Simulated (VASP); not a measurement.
A run of VASP 6.6.1 is set up as follows.

The input INCAR:

```
PREC = Accurate
ENCUT = 520
EDIFF = 1E-6
ISMEAR = 0
SIGMA = 0.1
LREAL = False
LASPH = True
NELM = 100
ALGO = Normal
ISIF = 2
LWAVE = False
LCHARG = True
LDIPOL = True
IDIPOL = 3
DIPOL = 0.5 0.5 0.336
GGA = PE
IVDW = 12
LELF = True
LVHAR = True
LVACPOTAV = True
NBANDS = 36
```

The input KPOINTS:

```
regular mesh
0
Gamma
  7 7 1
```

The input POSCAR:

```
Ge4H
1.0
    4.0303587907      0.0000000000      0.0000000000
    0.0000000000      4.0303587907      0.0000000000
    0.0000000000      0.0000000000     21.6416627718
Ge H
4 1
Direct
    0.0000000000      0.5000000000      0.1848286817
    0.0000000000      0.0000000000      0.2506714513
    0.5000000000      0.0000000000      0.3196569899
    0.5000000000      0.5000000000      0.3854446333
    0.8750000000      0.6250000000      0.5379282957
```

Potentials or basis: VASP PAW PBE potentials, release 64 (Ge_d, H).

Command:

```console
$ cat potpaw_PBE.64/Ge_d/POTCAR potpaw_PBE.64/H/POTCAR > POTCAR
$ mpirun -np 1 vasp_std > vasp.out
```

(1) Predict the band gap on the k mesh.

(2) Predict the dispersion energy per atom.

(3) Predict the largest force.

Results:

(1) zero (an odd number of electrons rules out a gap without spin polarisation).

(2) -0.176 eV.

(3) 0.498 eV/Å.
